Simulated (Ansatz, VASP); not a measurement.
One calculation of TiPt3, two programs

```
CELL_PARAMETERS angstrom
3.94780 -0.00001 0.00001
-0.00001 3.94778 0.00000
0.00001 0.00000 3.94777
ATOMIC_POSITIONS crystal
Ti 0.99998 0.00088 0.00084
Pt 0.99998 0.50089 0.50085
Pt 0.49998 0.00089 0.50085
Pt 0.49997 0.50090 0.00085
```

Alike in both runs: functional PBE; k mesh 5 × 5 × 5; no spin polarisation.

Ansatz relaxed the structure, and its values are those at the end. VASP's run is a single point on that final structure, the one shown.

|  | VASP | Ansatz |
| --- | --- | --- |
| version | VASP 6.6.1 | Ansatz 0.2.0 |
| potentials or method | VASP PAW PBE potentials, release 64 (Ti_sv, Pt), cutoff 520 eV | PAW plane waves |
| occupations | fermi-dirac, width 0.1 eV | fermi-dirac |
| valence electrons in the cell | 42 | 66 |

Ansatz gave:

```
gap on the k mesh at the Fermi level (eV) : none
pressure (GPa)                            : 0.0
```

Estimate VASP's values.

gap on the k mesh at the Fermi level (eV): none; pressure (GPa): -0.4.

A gap of «none» marks a metal or a gap that the smearing closes. VASP's potentials hold 42 valence electrons a cell and Ansatz's 66, so a difference there can come from the potentials and not from the codes. Ansatz's warnings: displaced walk ended near start symmetry, relaxation start displaced.

Neither program's run includes spin-orbit coupling.
